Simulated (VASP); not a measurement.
# CdSe (R3m) in VASP: notebook, part 2 of 2

VASP 6.6.1.

## 3. Single point, PBEsol

This run uses another cell than the first one, of the same volume but with other edges.

INCAR reads:

```
  PREC = Accurate
  ENCUT = 520
  EDIFF = 1E-7
  ISMEAR = 0
  SIGMA = 0.05
  LREAL = False
  LASPH = True
  NELM = 60
  ALGO = Normal
  ISIF = 2
  LWAVE = False
  LCHARG = True
  GGA = PS
  LELF = True
  LVHAR = True
  NBANDS = 16
```

KPOINTS reads:

```
regular mesh
0
Gamma
  10 10 10
```

POSCAR reads:

```
CdSe
1.0
    0.0000000000      2.9872941707      2.9872941707
    2.9872941707      0.0000000000      2.9872941707
    2.7610564255      2.7610564255      0.2262377452
Cd Se
1 1
Direct
    0.0000000000      0.0000000000      0.0000000000
    0.7500000000      0.7500000000      0.7500000000
```

Potentials or basis: VASP PAW PBE potentials, release 64 (Cd, Se).

Launch:

```
> cat potpaw_PBE.64/Cd/POTCAR potpaw_PBE.64/Se/POTCAR > POTCAR
> mpirun -np 1 vasp_std > vasp.out
```

Wall time 29 s (1 thread of Intel Xeon 6975P-C (Granite Rapids), shared host); peak memory 0.24 GiB.

The run converged. Its results:

```
Free energy            : -5.5381 eV
Pressure               : 16.7 GPa
Largest force          : 2.713 eV/Å
Band gap on the k mesh : 0.63 eV, direct
```

Forces on the atoms (eV/Å):
```
Cd  -1.567 -1.567  1.567
Se   1.567  1.567 -1.567
```

Stress tensor (GPa, compression positive):
```
16.72  8.60 -8.60
 8.60 16.72 -8.60
-8.60 -8.60 16.72
```

Levels at points of the mesh, in eV from the valence-band top:
| k point | band 6 | band 7 | band 8 | band 9 | band 10 | band 11 | band 12 | band 13 |
| --- | --- | --- | --- | --- | --- | --- | --- | --- |
| (0.00, 0.00, 0.00) | -8.31 | -0.29 | -0.29 | 0.00 | 0.63 | 5.07 | 5.07 | 7.13 |
| (0.50, 0.00, 0.00) | -7.90 | -5.75 | -1.06 | -0.93 | 2.47 | 5.91 | 6.88 | 7.51 |
| (0.50, 0.50, 0.00) | -7.77 | -5.15 | -3.13 | -2.21 | 2.26 | 3.82 | 9.16 | 10.69 |
| (0.00, 0.00, 0.50) | -7.75 | -5.74 | -1.72 | -1.72 | 1.74 | 5.59 | 5.59 | 7.44 |

Caveat: the PAW data sets were made with another functional, which shifts forces and pressure a little. Expect the measured gap to be larger: semilocal functionals such as PBEsol lack the derivative discontinuity.

## 4. Single point, PBEsol

INCAR reads:

```
SYSTEM = CdSe
ALGO     = Normal         ! electronic algorithm
EDIFF    = 1E-6           ! SCF threshold, eV
ENCUT    = 520            ! plane-wave cutoff, eV
GGA      = PS             ! functional
ISIF     = 2              ! what is computed and relaxed
ISMEAR   = 0              ! smearing method
LASPH    = .True.         ! aspherical terms in the spheres
LCHARG   = .False.        ! write CHGCAR
LREAL    = .False.        ! projectors in reciprocal space
LWAVE    = .False.        ! write WAVECAR
NBANDS   = 16             ! bands
NELM     = 100            ! most SCF steps
PREC     = Accurate       ! precision mode
SIGMA    = 0.05           ! smearing width, eV
```

KPOINTS reads:

```
k-points
0
Gamma
  10 10 10
  0 0 0
```

POSCAR reads:

```
CdSe
1.0
    0.0000000000      2.7937329033      2.7937329033
    2.7937329033      0.0000000000      2.7937329033
    2.9496231993      2.9496231993     -0.1558902960
Cd Se
1 1
Direct
    0.0000000000      0.0000000000      0.0000000000
    0.7500000000      0.7500000000      0.7500000000
```

Launch:

```
> cat potpaw_PBE.64/Cd/POTCAR potpaw_PBE.64/Se/POTCAR > POTCAR
> mpirun -np 1 vasp_std > vasp.out
```

Run time: 30 s. Hardware: 1 thread of Intel Xeon 6975P-C (Granite Rapids), shared host; peak memory 0.23 GiB.

The run converged. Its results:

```yaml
Free_energy: -5.7219 eV
Pressure: 15.3 GPa
Largest_force: 1.133 eV/Å
Band_gap_on_the_k_mesh: 0.63 eV, direct
```

Forces on the atoms (eV/Å):
```
Cd   0.654  0.654 -0.654
Se  -0.654 -0.654  0.654
```

Stress tensor (GPa, compression positive):
```
15.26 -4.20  4.20
-4.20 15.26  4.20
 4.20  4.20 15.26
```

Levels at points of the mesh, in eV from the valence-band top:
| k point | band 7 | band 8 | band 9 | band 10 | band 11 | band 12 |
| --- | --- | --- | --- | --- | --- | --- |
| (0.00, 0.00, 0.00) | -0.44 | 0.00 | 0.00 | 0.63 | 5.01 | 6.07 |
| (0.50, 0.00, 0.00) | -5.77 | -1.36 | -1.22 | 2.17 | 5.78 | 6.44 |
| (0.50, 0.50, 0.00) | -5.15 | -2.94 | -2.42 | 2.39 | 3.68 | 9.39 |
| (0.00, 0.00, 0.50) | -5.71 | -0.82 | -0.82 | 2.74 | 6.59 | 6.59 |

Caveat: the PAW data sets were made with another functional, which shifts forces and pressure a little. Expect the measured gap to be larger: semilocal functionals such as PBEsol lack the derivative discontinuity.

## 5. Single point, PBEsol

This run uses another cell than the first one, of the same volume but with other edges.

INCAR reads:

```
SYSTEM = CdSe
ALGO     = Normal         ! electronic algorithm
EDIFF    = 1E-7           ! SCF threshold, eV
ENCUT    = 520            ! plane-wave cutoff, eV
GGA      = PS             ! functional
ISIF     = 2              ! what is computed and relaxed
ISMEAR   = 0              ! smearing method
LASPH    = .True.         ! aspherical terms in the spheres
LCHARG   = .True.         ! write CHGCAR
LELF     = .True.         ! ELF
LREAL    = .False.        ! projectors in reciprocal space
LVHAR    = .True.       
LWAVE    = .False.        ! write WAVECAR
NBANDS   = 16             ! bands
NELM     = 80             ! most SCF steps
PREC     = Accurate       ! precision mode
SIGMA    = 0.05           ! smearing width, eV
```

KPOINTS is that of step 4.

POSCAR reads:

```
CdSe
1.0
    0.0000000000      2.9474879974      2.9474879974
    2.9474879974      0.0000000000      2.9474879974
    2.7957906151      2.7957906151      0.1516973823
Cd Se
1 1
Direct
    0.0000000000      0.0000000000      0.0000000000
    0.7500000000      0.7500000000      0.7500000000
```

Launch:

```
> cat potpaw_PBE.64/Cd/POTCAR potpaw_PBE.64/Se/POTCAR > POTCAR
> mpirun -np 1 vasp_std > vasp.out
```

Run time: 30 s. Hardware: 1 thread of Intel Xeon 6975P-C (Granite Rapids), shared host; peak memory 0.24 GiB.

It converged, with:

```
Free energy            : -5.7033 eV
Pressure               : 15.4 GPa
Largest force          : 1.634 eV/Å
Band gap on the k mesh : 0.65 eV, direct
```

Forces on the atoms (eV/Å):
```
Cd  -0.943 -0.943  0.943
Se   0.943  0.943 -0.943
```

Stress tensor (GPa, compression positive):
```
15.36  5.38 -5.38
 5.38 15.36 -5.38
-5.38 -5.38 15.36
```

Levels at points of the mesh, in eV from the valence-band top:
```tsv
k point	band 5	band 6	band 7	band 8	band 9	band 10	band 11	band 12	band 13	band 14
(0.00, 0.00, 0.00)	-8.27	-8.27	-0.24	-0.24	0.00	0.65	5.25	5.25	6.58	10.16
(0.50, 0.00, 0.00)	-8.24	-7.85	-5.76	-1.11	-1.02	2.43	5.99	6.70	7.45	10.33
(0.50, 0.50, 0.00)	-8.18	-7.74	-5.15	-2.99	-2.39	2.37	3.68	9.44	10.83	11.43
(0.00, 0.00, 0.50)	-8.24	-7.75	-5.77	-1.55	-1.55	1.92	5.79	5.79	7.52	10.50
```

Caveat: the PAW data sets were made with another functional, which shifts forces and pressure a little.

## 6. Single point, PBEsol

This run uses another cell than the first one, of 25.13 Å³/atom, 1.063 times its volume.

INCAR reads:

```
SYSTEM = CdSe
PREC = Accurate
ENCUT = 520
EDIFF = 1E-7
ISMEAR = 0
SIGMA = 0.05
LREAL = .FALSE.
LASPH = .TRUE.
NELM = 100
ALGO = Normal
ISIF = 2
LWAVE = .FALSE.
LCHARG = .FALSE.
GGA = PS
NBANDS = 16
```

KPOINTS reads:

```
regular mesh
0
G
  10 10 10
  0 0 0
```

POSCAR reads:

```
CdSe
1.0
    0.0000000000      2.8136417379      2.8136417379
    2.8136417379      0.0000000000      2.8136417379
    3.0541143184      3.0541143184     -0.2404725805
Cd Se
1 1
Direct
    0.0000000000      0.0000000000      0.0000000000
    0.7500000000      0.7500000000      0.7500000000
```

Potentials or basis: VASP PAW PBE potentials, release 64 (Cd, Se).

Launch:

```
> cat potpaw_PBE.64/Cd/POTCAR potpaw_PBE.64/Se/POTCAR > POTCAR
> mpirun -np 1 vasp_std > vasp.out
```

It took 48 s on 1 thread of Intel Xeon Platinum 8559C (Emerald Rapids), shared host; peak memory 0.24 GiB.

Results (log left out):

- Free energy: -5.8426 eV
- Pressure: 9.8 GPa
- Largest force: 1.173 eV/Å
- Band gap on the k mesh: 0.45 eV, direct

Forces on the atoms (eV/Å):
```
Cd   0.677  0.677 -0.677
Se  -0.677 -0.677  0.677
```

Stress tensor (GPa, compression positive):
```
 9.83 -4.73  4.73
-4.73  9.83  4.73
 4.73  4.73  9.83
```

Levels at points of the mesh, in eV from the valence-band top:
| k point | band 5 | band 6 | band 7 | band 8 | band 9 | band 10 | band 11 | band 12 | band 13 | band 14 |
| --- | --- | --- | --- | --- | --- | --- | --- | --- | --- | --- |
| (0.00, 0.00, 0.00) | -8.10 | -8.10 | -0.68 | 0.00 | 0.00 | 0.45 | 4.83 | 6.23 | 6.23 | 9.92 |
| (0.50, 0.00, 0.00) | -8.05 | -7.65 | -5.39 | -1.37 | -1.17 | 2.00 | 5.61 | 6.53 | 7.37 | 9.92 |
| (0.50, 0.50, 0.00) | -8.02 | -7.62 | -4.90 | -2.78 | -2.11 | 2.40 | 3.74 | 8.70 | 10.62 | 11.05 |
| (0.00, 0.00, 0.50) | -8.08 | -7.86 | -5.29 | -0.64 | -0.64 | 2.81 | 6.72 | 6.72 | 6.86 | 10.32 |

Caveat: the PAW data sets were made with another functional, which shifts forces and pressure a little. PBEsol gaps usually lie below the measured ones, often by a third to a half.

## 7. Summary

```csv
cell,gap on the mesh (eV),pressure (GPa),largest force (eV/Å)
"a = 3.898, b = 3.898, c = 4.238 Å, angles 62.6, 62.6, 60.0°, 2 atoms",0.48,16.3,1.57
"a = 4.225, b = 4.225, c = 3.911 Å, angles 57.3, 57.3, 60.0°, 2 atoms",0.63,16.7,2.71
"a = 3.951, b = 3.951, c = 4.174 Å, angles 61.8, 61.8, 60.0°, 2 atoms",0.63,15.3,1.13
"a = 4.168, b = 4.168, c = 3.957 Å, angles 58.2, 58.2, 60.0°, 2 atoms",0.65,15.4,1.63
"a = 3.979, b = 3.979, c = 4.326 Å, angles 62.6, 62.6, 60.0°, 2 atoms",0.45,9.8,1.17
```

Alike in all rows: task single point; level PBEsol; potentials or basis VASP PAW PBE potentials, release 64 (Cd, Se); no spin polarisation; k mesh 10 × 10 × 10; cutoff (eV) 520; smearing gaussian 0.05 eV.

Caveats: the PAW data sets were made with another functional, which shifts forces and pressure a little.

Total energies depend on the potentials used, so only differences within one code and one set of settings carry meaning.
